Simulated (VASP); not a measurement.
Wanted: the native input for a VASP 6.6.1 run.

```yaml
Task: single point
Functional: PBE
Potentials_or_basis: VASP PAW PBE potentials, release 64 (Zn, S, O)
Cutoff: 520 eV
k_mesh: 4 × 4 × 4
Occupations: gaussian, width 0.1 eV
Spin: no spin polarisation
Dipole_correction: no
Further_INCAR_settings: ALGO = Normal; EDIFF = 1e-06; NBANDS = 56
```

The structure of Zn5S3O2 lies in POSCAR:

```
Zn5S3O2
1.0
    0.0000000000     -3.6494618000      0.0000000000
    3.6494618000      0.0000000000      0.0000000000
   -1.8247309000      1.8247309000     12.4937143000
Zn S O
5 3 2
Direct
    0.6930920000      0.6930920000      0.3861840000
    0.1145140000      0.1145140000      0.2290280000
    0.5000000000      0.5000000000      0.0000000000
    0.8854860000      0.8854860000      0.7709720000
    0.3069080000      0.3069080000      0.6138160000
    0.0573120000      0.5573120000      0.1146240000
    0.4426880000      0.9426880000      0.8853760000
    0.2500000000      0.7500000000      0.5000000000
    0.8462830000      0.3462830000      0.6925660000
    0.6537170000      0.1537170000      0.3074340000
```

One way to write it, as run:

INCAR

```
SYSTEM = Zn5S3O2
ALGO = Normal ; EDIFF = 1E-6
ENCUT = 520 ; GGA = PE
ISIF = 2 ; ISMEAR = 0
LASPH = .TRUE. ; LCHARG = .FALSE.
LREAL = .FALSE. ; LWAVE = .FALSE.
NBANDS = 56 ; NELM = 60
PREC = Accurate ; SIGMA = 0.1
```

KPOINTS

```
k-points
0
G
  4 4 4
  0 0 0
```

Potentials or basis: VASP PAW PBE potentials, release 64 (Zn, S, O).

The run is started by

```sh
$ cat potpaw_PBE.64/Zn/POTCAR potpaw_PBE.64/S/POTCAR potpaw_PBE.64/O/POTCAR > POTCAR
$ mpirun -np 1 vasp_std > vasp.out
```

Results of the run:

```
Pressure               : 0.4 GPa
Largest force          : 0.030 eV/Å
Band gap on the k mesh : 0.83 eV, direct
```

Caveat: the k points lie up to 0.43 Å⁻¹ apart.

Run time: 2.5 min on 1 thread of AMD EPYC 7R43 64-Core Processor (Zen 3), with other jobs on the host, peak memory 0.26 GiB.
